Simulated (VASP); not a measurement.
Set up this calculation in VASP 6.6.1, as the native input.

```yaml
Task: single point
Functional: PBEsol
Potentials_or_basis: VASP PAW PBE potentials, release 64 (Al, Ga_d, N)
Cutoff: 520 eV
k_mesh: 6 × 8 × 4
Occupations: gaussian, width 0.05 eV
Spin: no spin polarisation
Dipole_correction: no
Further_INCAR_settings: ALGO = Normal; EDIFF = 1e-06; NBANDS = 31
```

The structure of Al3GaN4 lies in POSCAR:

```
Al3GaN4
1.0
    4.8932267981      0.1243611840     -0.2590982386
    0.0771825218      3.1761670941     -0.0282601996
   -0.2816017287     -0.0489967079      5.2568930537
Al Ga N
3 1 4
Direct
    0.4973880639      0.4899259431      0.1707765371
    0.0105007710      0.5052905901      0.8372217335
   -0.0111181371      0.0116166306      0.3271249891
    0.4986914730      0.0121075078      0.6688965235
    0.1146358438     -0.0034893629      0.6704034341
    0.1183585847      0.4945913375      0.1635854051
    0.6338588896      0.4978273082      0.8321380318
    0.6212835111     -0.0078699544      0.3298543458
```

This cell differs from its parent crystal: atoms moved at random and the cell strained at random.

One way to write it, as run:

INCAR

```
PREC = Accurate
ENCUT = 520
EDIFF = 1E-6
ISMEAR = 0
SIGMA = 0.05
LREAL = F
LASPH = T
NELM = 80
ALGO = Normal
ISIF = 2
LWAVE = F
LCHARG = T
GGA = PS
LELF = T
LVHAR = T
NBANDS = 31
```

KPOINTS

```
regular mesh
0
Gamma
  6 8 4
```

Potentials or basis: VASP PAW PBE potentials, release 64 (Al, Ga_d, N).

Launch:

```sh
$ cat potpaw_PBE.64/Al/POTCAR potpaw_PBE.64/Ga_d/POTCAR potpaw_PBE.64/N/POTCAR > POTCAR
$ mpirun -np 1 vasp_std > vasp.out
```

It gave:

```json
{
 "Pressure": "11.8 GPa",
 "Largest force": "2.663 eV/Å",
 "Band gap on the k mesh": "3.35 eV"
}
```

Caveat: the cell differs from its parent crystal (atoms moved at random and the cell strained at random); the stress differs along the axes, from -0 to 21 GPa; the PAW data sets were made with another functional, which shifts forces and pressure a little.

Wall time 120 s on 1 thread of AMD EPYC 9R45 96-Core Processor (Zen 5), on a shared host, peak memory 0.3 GiB.
